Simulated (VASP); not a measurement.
## SrO: single point with PBEsol

The system is SrO.

```xyz
2
Lattice="0.0000 2.5698 2.5698 2.5698 0.0000 2.5698 2.5698 2.5698 0.0000" Properties=species:S:1:pos:R:3 pbc="T T T"
Sr    0.0000    0.0000   -0.1250
O     2.5698    2.5698    2.5698
```

This cell differs from its parent crystal: all Sr atoms moved +0.125 Å, as atom 1 towards its neighbour atom 2 (O) at 2.570 Å.

| Quantity | Value |
| --- | --- |
| Program | VASP 6.6.1 |
| Task | single point |
| Functional | PBEsol |
| Potentials or basis | VASP PAW PBE potentials, release 64 (Sr_sv, O) |
| Cutoff | 520 eV |
| k mesh | 8 × 8 × 8 |
| Occupations | gaussian, width 0.05 eV |
| Spin | no spin polarisation |

| Quantity | Value |
| --- | --- |
| Pressure | 0.1 GPa |
| Largest force | 0.296 eV/Å |
| Band gap on the k mesh | 3.19 eV, indirect (least direct gap 3.25 eV) |

Forces in eV/Å, atoms in the order of the input:
```
Sr   0.000  0.000  0.296
O    0.000  0.000 -0.296
```

Stress tensor (GPa, compression positive):
```
-0.49  0.00  0.00
 0.00 -0.49  0.00
 0.00  0.00  1.32
```

Levels at points of the mesh, in eV from the valence-band top:
```tsv
k point	band 5	band 6	band 7	band 8	band 9	band 10	band 11	band 12
(0.00, 0.00, 0.00)	-13.80	-0.01	-0.01	0.00	3.86	6.21	6.27	6.27
(0.50, 0.00, 0.00)	-12.64	-2.19	-1.12	-1.11	6.51	8.22	8.91	8.97
(0.50, 0.50, 0.00)	-14.22	-0.37	-0.06	-0.06	3.19	7.74	10.14	10.25
(0.00, 0.50, 0.50)	-14.10	-0.41	-0.16	-0.05	3.32	7.76	10.27	10.27
```

It took 52 s on 1 thread of Intel Xeon 8259CL, on a shared host, peak memory 0.18 GiB.

Caveat: the cell differs from its parent crystal (all Sr atoms moved +0.125 Å, as atom 1 towards its neighbour atom 2 (O) at 2.570 Å); the PAW data sets were made with another functional, which shifts forces and pressure a little. A k mesh can miss the band edges.
